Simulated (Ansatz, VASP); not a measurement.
NaC4: VASP beside Ansatz

```
Na C
1.0
     0.00000    4.31712    0.00000
     0.00000    0.00000    4.83876
     5.05669    0.00000    0.00000
Na C
2 8
Cartesian
  2.5283 0.0000 2.4194
  0.0000 0.0000 2.4194
  0.0000 2.8771 0.0000
  2.5283 2.8771 0.0000
  1.2642 0.7280 0.0000
  3.7925 0.7280 0.0000
  1.2642 3.5891 0.0000
  3.7925 3.5891 0.0000
  0.0000 1.4400 0.0000
  2.5283 1.4400 0.0000
```

Alike in both runs: task single point; functional PBE; k mesh 6 × 4 × 4; occupations gaussian, width 0.2 eV; no spin polarisation.

|  | VASP | Ansatz |
| --- | --- | --- |
| version | VASP 6.6.1 | Ansatz 0.2.0 |
| potentials or method | VASP PAW PBE potentials, release 64 (Na_pv, C), cutoff 520 eV | scalar-relativistic, plane waves, PAW |
| valence electrons in the cell | 46 | 50 |

|  | VASP | Ansatz | Ansatz less VASP |
| --- | --- | --- | --- |
| gap on the k mesh at the Fermi level (eV) | none | none | - |
| pressure (GPa) | 0.2 | -0.1 | -0.28 |
| traceless stress, the component that is largest in VASP (GPa) | -0.88 | -1.04 | -0.161 |
| rms of the force components (eV/Å) | 0.090 | 0.092 | +0.0015 |

Atom by atom the forces differ by 0.002 eV/Å (rms over components). A gap of «none» marks a metal or a gap that the smearing closes. VASP's potentials hold 46 valence electrons a cell and Ansatz's 50, so a difference there can come from the potentials and not from the codes.
